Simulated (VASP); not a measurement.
# AlNi3 (Pm-3m) in VASP: a series of runs

The runs below take AlNi3 through single point, relaxation of cell and atoms, with PBE.

Everything below comes from runs of VASP 6.6.1. Logs are shortened: lines on timing, memory, paths and dates and some standing lists are left out, and cuts for length are marked.

## (1) The cell of the first run

It takes space group Pm-3m (No. 221, cubic). The conventional cell has a = 3.523 Å, b = 3.523 Å, c = 3.523 Å, α = 90.00°, β = 90.00°, γ = 90.00°. Al (site symmetry m-3m) has 12 Ni at 2.49 Å within 3.3 Å. Within 3.3 Å of Ni (site symmetry 4/mmm) lie 4 Al at 2.49 Å and 8 Ni at 2.49 Å.

## (2) Single point, PBE, collinear spin, ferromagnetic start

The input, INCAR:

```
ALGO     = Normal         # electronic algorithm
EDIFF    = 1E-6           # SCF threshold, eV
ENCUT    = 520            # plane-wave cutoff, eV
GGA      = PE             # functional
ISIF     = 2              # what is computed and relaxed
ISMEAR   = 0              # smearing method
ISPIN    = 2              # spin polarisation
LASPH    = True           # aspherical terms in the spheres
LCHARG   = True           # write CHGCAR
LELF     = True           # ELF
LMAXMIX  = 4              # l up to which the mixer works
LORBIT   = 11             # projections on sites
LREAL    = False          # projectors in reciprocal space
LVHAR    = True         
LWAVE    = False          # write WAVECAR
MAGMOM   = 0 2 2 2        # initial moments
NBANDS   = 28             # bands
NELM     = 150            # most SCF steps
PREC     = Accurate       # precision mode
SIGMA    = 0.1            # smearing width, eV
```

The input, KPOINTS:

```
k-points
0
Gamma
  6 6 6
```

The input, POSCAR:

```
AlNi3
1.0
    3.5230547267      0.0000000000      0.0000000000
    0.0000000000      3.5230547267      0.0000000000
    0.0000000000      0.0000000000      3.5230547267
Al Ni
1 3
Direct
    0.0000000000      0.0000000000      0.0000000000
    0.0000000000      0.5000000000      0.5000000000
    0.5000000000      0.0000000000      0.5000000000
    0.5000000000      0.5000000000      0.0000000000
```

Potentials or basis: VASP PAW PBE potentials, release 64 (Al, Ni).

The run is started by

```bash
cat potpaw_PBE.64/Al/POTCAR potpaw_PBE.64/Ni/POTCAR > POTCAR
mpirun -np 1 vasp_std > vasp.out
```

OUTCAR:

```text
EDIFF = 1E-6
   ENCUT = 520
   GGA = PE
   ISIF = 2
   ISMEAR = 0
   ISPIN = 2
   LASPH = True
   LORBIT = 11
   LREAL = False
   NELM = 150
   PREC = Accurate

 ion  position               nearest neighbor table
   1  0.000  0.000  0.000-   2 2.49   3 2.49   4 2.49   2 2.49   3 2.49   2 2.49   4 2.49   2 2.49
                             3 2.49   4 2.49   3 2.49   4 2.49
   2  0.000  0.500  0.500-   1 2.49   3 2.49   4 2.49   1 2.49   4 2.49   1 2.49   3 2.49   1 2.49
                             3 2.49   4 2.49   4 2.49   3 2.49
   3  0.500  0.000  0.500-   1 2.49   2 2.49   4 2.49   1 2.49   4 2.49   2 2.49   4 2.49   4 2.49
                             1 2.49   2 2.49   1 2.49   2 2.49
   4  0.500  0.500  0.000-   1 2.49   2 2.49   3 2.49   2 2.49   3 2.49   1 2.49   3 2.49   3 2.49
                             1 2.49   2 2.49   2 2.49   1 2.49

  LATTYP: Found a simple cubic cell.
 ALAT       =     3.5230547267

  Lattice vectors:

 A1 = (   3.5230547267,   0.0000000000,   0.0000000000)
 A2 = (   0.0000000000,   3.5230547267,   0.0000000000)
 A3 = (   0.0000000000,   0.0000000000,   3.5230547267)

Analysis of symmetry for initial positions (statically):
=====================================================================
 Subroutine PRICEL returns:
 Original cell was already a primitive cell.

 Routine SETGRP: Setting up the symmetry group for a
 simple cubic supercell.

 Subroutine GETGRP returns: Found 48 space group operations
 (whereof 48 operations were pure point group operations)
 out of a pool of 48 trial point group operations.

The static configuration has the point symmetry O_h .

Analysis of symmetry for dynamics (positions and initial velocities):
=====================================================================
 Subroutine PRICEL returns:
 Original cell was already a primitive cell.

 Routine SETGRP: Setting up the symmetry group for a
 simple cubic supercell.

 Subroutine GETGRP returns: Found 48 space group operations
 (whereof 48 operations were pure point group operations)
 out of a pool of 48 trial point group operations.

The dynamic configuration has the point symmetry O_h .

Analysis of structural, dynamic, and magnetic symmetry:
=====================================================================
 Subroutine PRICEL returns:
 Original cell was already a primitive cell.

 Routine SETGRP: Setting up the symmetry group for a
 simple cubic supercell.

 Subroutine GETGRP returns: Found 48 space group operations
 (whereof 48 operations were pure point group operations)
 out of a pool of 48 trial point group operations.

The overall configuration has the point symmetry O_h .

 Subroutine INISYM returns: Found 48 space group operations
 (whereof 48 operations are pure point group operations),
 and found     1 'primitive' translations

----------------------------------------------------------------------------------------

                                     Primitive cell

  volume of cell :      43.7279

  direct lattice vectors                    reciprocal lattice vectors
     3.523054727  0.000000000  0.000000000     0.283844583  0.000000000  0.000000000
     0.000000000  3.523054727  0.000000000     0.000000000  0.283844583  0.000000000
     0.000000000  0.000000000  3.523054727     0.000000000  0.000000000  0.283844583

  length of vectors
     3.523054727  3.523054727  3.523054727     0.283844583  0.283844583  0.283844583

  position of ions in fractional coordinates (direct lattice)
     0.000000000  0.000000000  0.000000000
     0.000000000  0.500000000  0.500000000
     0.500000000  0.000000000  0.500000000
     0.500000000  0.500000000  0.000000000

  ion indices of the primitive-cell ions
   primitive index   ion index
                 1           1
                 2           2
                 3           3
                 4           4

----------------------------------------------------------------------------------------

 KPOINTS: k-points

Automatic generation of k-mesh.
 Grid dimensions read from file:
 generate k-points for:    6    6    6

 Generating k-lattice:

  Cartesian coordinates                     Fractional coordinates (reciprocal lattice)
     0.047307431  0.000000000  0.000000000     0.166666667  0.000000000  0.000000000
     0.000000000  0.047307431  0.000000000     0.000000000  0.166666667  0.000000000
     0.000000000  0.000000000  0.047307431     0.000000000  0.000000000  0.166666667

  Length of vectors
     0.047307431  0.047307431  0.047307431

  Shift w.r.t. Gamma in fractional coordinates (k-lattice)
     0.000000000  0.000000000  0.000000000

 Subroutine IBZKPT returns following result:
 ===========================================

 Found     20 irreducible k-points:

 Following reciprocal coordinates:
            Coordinates               Weight
  0.000000  0.000000  0.000000      1.000000
  0.166667  0.000000  0.000000      6.000000
  0.333333  0.000000  0.000000      6.000000
  0.500000  0.000000  0.000000      3.000000
  0.166667  0.166667  0.000000     12.000000
  0.333333  0.166667  0.000000     24.000000
[... 12 lines left out ...]
  0.500000  0.500000  0.333333      6.000000
  0.500000  0.500000  0.500000      1.000000
   k-points           NKPTS =     20   k-points in BZ     NKDIM =     20   number of bands    NBANDS=     28
   number of dos      NEDOS =    301   number of ions     NIONS =      4
   total plane-waves  NPLWV =  21952
   dimension x,y,z NGX =    28 NGY =   28 NGZ =   28
   dimension x,y,z NGXF=    56 NGYF=   56 NGZF=   56
   ions per type =               1   3
   NGX,Y,Z   is equivalent  to a cutoff of  13.21, 13.21, 13.21 a.u.
   NGXF,Y,Z  is equivalent  to a cutoff of  26.43, 26.43, 26.43 a.u.
 SYSTEM =  unknown system
   PREC   = accura    normal or accurate (medium, high low for compatibility)
   ISTART =      0    job   : 0-new  1-cont  2-samecut
   ICHARG =      2    charge: 1-file 2-atom 10-const
   ISPIN  =      2    spin polarized calculation?
   LNONCOLLINEAR =      F non collinear calculations
   LSORBIT =      F    spin-orbit coupling
   LASPH  =      T    aspherical Exc in radial PAW
   ENCUT  =  520.0 eV  38.22 Ry    6.18 a.u.   6.55  6.55  6.55*2*pi/ulx,y,z
   NELM   =    150;   NELMIN=  2; NELMDL= -5     # of ELM steps
   EDIFF  = 0.1E-05   stopping-criterion for ELM
   LREAL  =      F    real-space projection
   EDIFFG = 0.1E-04   stopping-criterion for IOM
   NSW    =      0    number of steps for IOM
   IBRION =     -1    ionic relax: 0-MD 1-quasi-New 2-CG
   NFREE  =      0    steps in history (QN), initial steepest desc. (CG)
   ISIF   =      2    stress and relaxation
   ISYM   =      2    0-nonsym 1-usesym 2-fastsym
   POTIM  = 0.5000    time-step for ionic-motion
   TEBEG  =    0.0;   TEEND  =   0.0 temperature during run
   PSTRESS=    0.0 pullay stress
   NELECT =      33.0000    total number of electrons
   NUPDOWN=      -1.0000    fix difference up-down
   EMIN   =  10.00;   EMAX   =-10.00  energy-range for DOS
   EFERMI =   0.00;   METHOD = LEGACY
   ISMEAR =     0;   SIGMA  =   0.10  broadening in eV -4-tet -1-fermi 0-gaus
   EFERMI_NEDOS =   21; number of points for ismear=-14 and -15
   IALGO  =     38    algorithm
   IMIX   =      4    mixing-type and parameters
     AMIX     =   0.40;   BMIX     =  1.00
     AMIX_MAG =   1.60;   BMIX_MAG =  1.00
  volume/ion in A,a.u.               =      10.93        73.77
  Fermi-wavevector in a.u.,A,eV,Ry     =   1.490482  2.816603 30.225843  2.221537
  Thomas-Fermi vector in A             =   2.603258
   LORBIT       =     11    0 simple, 1 ext, 2 COOP (PROOUT), +10 PAW based schemes
   GGA     = PE    functional components
   LHFCALC =     F    Hartree Fock is set to
   AEXX    =    0.0000 exact exchange contribution
   IVDW    =     0    specifies the selected vdW correction
   LEPSILON=     F    determine dielectric tensor
   LRPA    =     F    only Hartree local field effects (RPA)
 spin polarized calculation
 Gauss-broadening in eV      SIGMA  =   0.10
  energy-cutoff  :      520.00
  volume of cell :       43.73
 maximum number of plane-waves:      1208
 NGX is ok and might be reduce to    28
   NGX = 13   NGY = 13   NGZ = 13

 number of electron      32.9999980 magnetization       0.7191487

 Free energy of the ion-electron system (eV)
  ---------------------------------------------------
  ext. energy  EPLUGINS =         0.00000000
  ---------------------------------------------------
  free energy    TOTEN  =       -21.87082900 eV

  energy without entropy =      -21.85474752  energy(sigma->0) =      -21.86278826

 E-fermi :   9.9219     XC(G=0): -12.8545

 val. band max:        9.9180557635   @ k =   0.3333   0.3333   0.1667
 cond. band min:       9.9322617449   @ k =   0.3333   0.3333   0.1667
 fundamental gap:      0.0142059814
 Fermi energy:         9.9218647177

 spin component 1

 k-point     1 :       0.0000    0.0000    0.0000
  band No.  band energies     occupation
      1      -0.2342      1.00000
      2       5.4436      1.00000
      3       6.1369      1.00000
      4       6.1369      1.00000
      5       6.4915      1.00000
      6       6.4915      1.00000
[... 609 lines left out ...]
     27      30.2183      0.00000
     28      30.2183      0.00000
 Fermi energy:         9.9218647177

 spin component 2

 k-point     1 :       0.0000    0.0000    0.0000
  band No.  band energies     occupation
      1      -0.2632      1.00000
      2       5.5236      1.00000
      3       6.2857      1.00000
      4       6.2857      1.00000
      5       6.7814      1.00000
      6       6.7814      1.00000
[... 609 lines left out ...]
     27      30.1819      0.00000
     28      30.1819      0.00000

------------------------ aborting loop because EDIFF is reached ----------------------------------------

  FORCE on cell =-STRESS in cart. coord.  units (eV):
  Direction    XX          YY          ZZ          XY          YZ          ZX
  --------------------------------------------------------------------------------------
  -------------------------------------------------------------------------------------
  Total        2.0239587      2.0239587      2.0239587      0.0000000      0.0000000     -0.0000000
  in kB       74.1573254     74.1573254     74.1573254      0.0000000      0.0000000     -0.0000000
  external PRESSURE =      74.1573254 kB  Pullay stress =       0.0000000 kB

 VOLUME and BASIS-vectors are now :
 -----------------------------------------------------------------------------
  energy-cutoff  :      520.00
  volume of cell :       43.73
      direct lattice vectors                 reciprocal lattice vectors
     3.523054727  0.000000000  0.000000000     0.283844583  0.000000000  0.000000000
     0.000000000  3.523054727  0.000000000     0.000000000  0.283844583  0.000000000
     0.000000000  0.000000000  3.523054727     0.000000000  0.000000000  0.283844583

 POSITION                                       TOTAL-FORCE (eV/Angst)
 -----------------------------------------------------------------------------------
      0.00000      0.00000      0.00000         0.000000      0.000000      0.000000
      0.00000      1.76153      1.76153         0.000000      0.000000      0.000000
      1.76153      0.00000      1.76153         0.000000      0.000000      0.000000
      1.76153      1.76153      0.00000         0.000000      0.000000      0.000000
 -----------------------------------------------------------------------------------
    total drift:                                0.000000      0.000000      0.000000

  FREE ENERGIE OF THE ION-ELECTRON SYSTEM (eV)
  ---------------------------------------------------
  free  energy   TOTEN  =       -21.8708289992 eV

  energy  without entropy=      -21.8547475201  energy(sigma->0) =      -21.86278826

 total charge

# of ion       s       p       d       tot
------------------------------------------
    1        0.413   0.406   0.000   0.819
    2        0.507   0.546   8.393   9.447
    3        0.507   0.546   8.393   9.447
    4        0.507   0.546   8.393   9.447
--------------------------------------------------
tot          1.935   2.045  25.180  29.161

 magnetization (x)

# of ion       s       p       d       tot
------------------------------------------
    1       -0.000  -0.009   0.000  -0.009
    2       -0.003  -0.010   0.268   0.255
    3       -0.003  -0.010   0.268   0.255
    4       -0.003  -0.010   0.268   0.255
--------------------------------------------------
tot         -0.009  -0.038   0.804   0.757
```

Wall time 68 s (1 thread of AMD EPYC 7R43 (Zen 3), shared host); peak memory 0.15 GiB.

What came out:

```
Free energy                                           : -21.8708 eV
Pressure                                              : 7.4 GPa
Net moment                                            : 0.72 μB per cell
Site moments                                          : Al -0.01; Ni +0.26 μB
Valence electrons inside the program's atomic spheres : Al 0.82; Ni 9.45
```

Levels at points of the mesh, in eV from the Fermi level:
Spin up:
```csv
k point,band 14,band 15,band 16,band 17,band 18,band 19,band 20,band 21
"(0.00, 0.00, 0.00)",-0.08,-0.08,-0.08,0.89,0.89,0.89,6.73,6.73
"(0.50, 0.00, 0.00)",-1.21,-1.07,-0.52,-0.08,5.66,5.66,5.69,5.69
"(0.50, 0.50, 0.00)",-1.23,-1.02,-0.99,-0.59,0.88,0.88,8.32,8.32
"(0.50, 0.50, 0.50)",-1.10,-1.10,-0.26,-0.26,-0.26,-0.21,3.58,4.17
```
Spin down:
| k point | band 12 | band 13 | band 14 | band 15 | band 16 | band 17 | band 18 | band 19 | band 20 | band 21 |
| --- | --- | --- | --- | --- | --- | --- | --- | --- | --- | --- |
| (0.00, 0.00, 0.00) | -0.41 | 0.01 | 0.36 | 0.36 | 0.36 | 0.86 | 0.86 | 0.86 | 6.82 | 6.82 |
| (0.50, 0.00, 0.00) | -1.06 | -0.95 | -0.95 | -0.84 | -0.33 | 0.36 | 5.72 | 5.72 | 5.74 | 5.74 |
| (0.50, 0.50, 0.00) | -1.17 | -1.17 | -1.12 | -0.80 | -0.60 | -0.45 | 1.17 | 1.17 | 8.36 | 8.36 |
| (0.50, 0.50, 0.50) | -1.20 | -1.20 | -0.91 | -0.91 | -0.22 | 0.12 | 0.12 | 0.12 | 3.67 | 4.38 |

[end of part 1 of 2]
